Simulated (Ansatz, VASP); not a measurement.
# Two plane-wave programs on Zr2N

The input INCAR:

```
SYSTEM = Zr2N
PREC = Accurate ; ENCUT = 520
EDIFF = 1E-6 ; ISMEAR = 0
SIGMA = 0.15 ; LREAL = .FALSE.
LASPH = .TRUE. ; NELM = 80
ALGO = Normal ; ISIF = 2
LWAVE = .FALSE. ; LCHARG = .FALSE.
GGA = PS ; NBANDS = 38
```

File KPOINTS:

```
Automatic mesh
0
G
  10 10 14
  0 0 0
```

POSCAR

```
Zr2N
1.0
    5.7996527512      0.0000000000      0.0000000000
    0.0000000000      5.7996527512      0.0000000000
    0.0000000000      0.0000000000      3.0108131591
Zr N
4 2
Direct
    0.2962523213      0.2962523213      0.0000000000
    0.7037476787      0.7037476787      0.0000000000
    0.7962523213      0.2037476787      0.5000000000
    0.2037476787      0.7962523213      0.5000000000
    0.0000000000      0.0000000000      0.0000000000
    0.5000000000      0.5000000000      0.5000000000
```

Input for Ansatz:

```yaml
crystal:
  lattice:
    - [5.7996527512, 0.0, 0.0]
    - [0.0, 5.7996527512, 0.0]
    - [0.0, 0.0, 3.0108131591]
  atoms:
    - { symbol: Zr, position: [0.2962523213, 0.2962523213, 0.0] }
    - { symbol: Zr, position: [0.7037476787, 0.7037476787, 0.0] }
    - { symbol: Zr, position: [0.7962523213, 0.2037476787, 0.5] }
    - { symbol: Zr, position: [0.2037476787, 0.7962523213, 0.5] }
    - { symbol: "N", position: [0.0, 0.0, 0.0] }
    - { symbol: "N", position: [0.5, 0.5, 0.5] }
basis:
  ecutwfc: 420
kpoints:
  mp_grid: { grid: [10, 10, 14] }
hamiltonian:
  xc: pbesol
scf:
  occupations: { method: gaussian, width: 0.15 }
output:
  forces: true
  stress: true
  eigenvalues: true
  write_density: true
  write_potential: true
  elf: true
  volumetric_format: npy
```

Change from the starting cell: strain +0.080 along x and y, -0.080 along z, atoms carried along.

Alike in both runs: task single point; functional PBEsol; k mesh 10 × 10 × 14; occupations gaussian, width 0.15 eV; no spin polarisation.

```csv
,VASP,Ansatz
version,VASP 6.6.1,Ansatz 0.2.0
potentials or method,"VASP PAW PBE potentials, release 64 (Zr_sv, N), cutoff 520 eV","scalar-relativistic, plane waves, PAW"
valence electrons in the cell,58,58
```

Ansatz gave:

* gap on the k mesh at the Fermi level (eV): none
* pressure (GPa): -8.8
* traceless stress, the component that is largest in VASP (GPa): 25.49
* rms of the force components (eV/Å): 0.231

Task: Estimate VASP's values.

Result: gap on the k mesh at the Fermi level (eV): none; pressure (GPa): -8.6; traceless stress, the component that is largest in VASP (GPa): 25.52; rms of the force components (eV/Å): 0.224.

VASP's potentials were made for PBE, not for PBEsol. Atom by atom the forces differ by 0.006 eV/Å (rms over components). A gap of «none» marks a metal or a gap that the smearing closes. The functional is the same, so the differences come from potentials, cutoffs and numerics.
